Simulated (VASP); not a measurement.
The system is NbSi.

```xyz
2
Lattice="0.0000 2.5738 2.5738 2.5738 0.0000 2.5738 2.5738 2.5738 0.0000" Properties=species:S:1:pos:R:3 pbc="T T T"
Nb    0.0000    0.0000    0.0000
Si    2.5738    2.5738    2.5738
```

- Program: VASP 6.6.1
- Task: relaxation of cell and atoms
- Functional: PBEsol
- Potentials or basis: VASP PAW PBE potentials, release 64 (Nb_sv, Si)
- Cutoff: 600 eV
- k mesh: 9 × 9 × 9
- Occupations: fermi-dirac, width 0.05 eV
- Spin: no spin polarisation

At the start: pressure -4.4 GPa; volume 17.05 Å³/atom.

Where does the relaxation end?

Over 3 steps the energy falls by 6.9 meV/atom and the volume is 16.57 Å³/atom (-2.8 %); space group Fm-3m (No. 225, to 0.1 Å) before and after.

The path:
| step | energy change (eV) | largest force (eV/Å) | pressure (GPa) | volume (Å³) |
| --- | --- | --- | --- | --- |
| 1 | 0.0000 | 0.0000 | -4.40 | 34.10 |
| 2 | 0.0128 | 0.0000 | 6.85 | 31.84 |
| 3 | -0.0137 | 0.0000 | -0.05 | 33.13 |

Final structure:
```cif
data_structure
_symmetry_space_group_name_H-M 'P 1'
_symmetry_Int_Tables_number 1
_cell_length_a 3.6052
_cell_length_b 3.6052
_cell_length_c 3.6052
_cell_angle_alpha 60.000
_cell_angle_beta 60.000
_cell_angle_gamma 60.000
_cell_volume 33.13
loop_
_atom_site_label
_atom_site_type_symbol
_atom_site_fract_x
_atom_site_fract_y
_atom_site_fract_z
_atom_site_occupancy
Nb1 Nb 0.00000 0.00000 0.00000 1
Si1 Si 0.50000 0.50000 0.50000 1
```

Caveat: the PAW data sets were made with another functional, which shifts forces and pressure a little.
